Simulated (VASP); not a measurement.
A run of VASP 6.6.1 is set up as follows.

File INCAR:

```
PREC = Accurate
ENCUT = 520
EDIFF = 1E-6
ISMEAR = 0
SIGMA = 0.1
LREAL = F
LASPH = T
NELM = 100
ALGO = Normal
ISIF = 2
LWAVE = F
LCHARG = F
GGA = PS
NBANDS = 26
```

The input KPOINTS:

```
Automatic mesh
0
Gamma
  6 6 2
```

File POSCAR:

```
TiO
1.0
    2.8516080131      0.0000000000      0.0000000000
   -1.4258040066      2.4695649810      0.0000000000
    0.0000000000      0.0000000000      5.5675030000
Ti O
2 2
Direct
    0.3333333333      0.6666666667      0.2500000000
    0.6666666667      0.3333333333      0.7500000000
    0.0000000000      0.0000000000      0.0000000000
    0.0000000000      0.0000000000      0.5000000000
```

Potentials or basis: VASP PAW PBE potentials, release 64 (Ti_sv, O).

The run is started by

```sh
$ cat potpaw_PBE.64/Ti_sv/POTCAR potpaw_PBE.64/O/POTCAR > POTCAR
$ mpirun -np 1 vasp_std > vasp.out
```

Problem. Predict the pressure.

Solution. -9.4 GPa.

Problem. Estimate the band gap on the k mesh.

Solution. Zero (band 18 reaches 11.18 eV, above the bottom of band 19 at 10.99 eV).

Stress tensor (GPa, compression positive):
```
 -8.59   0.00   0.00
  0.00  -8.59   0.00
  0.00   0.00 -10.94
```

Caveat: the k points lie up to 0.56 Å⁻¹ apart; the PAW data sets were made with another functional, which shifts forces and pressure a little; semilocal functionals often make such compounds metallic where correlation or magnetic order opens a gap, which also shifts bond lengths.
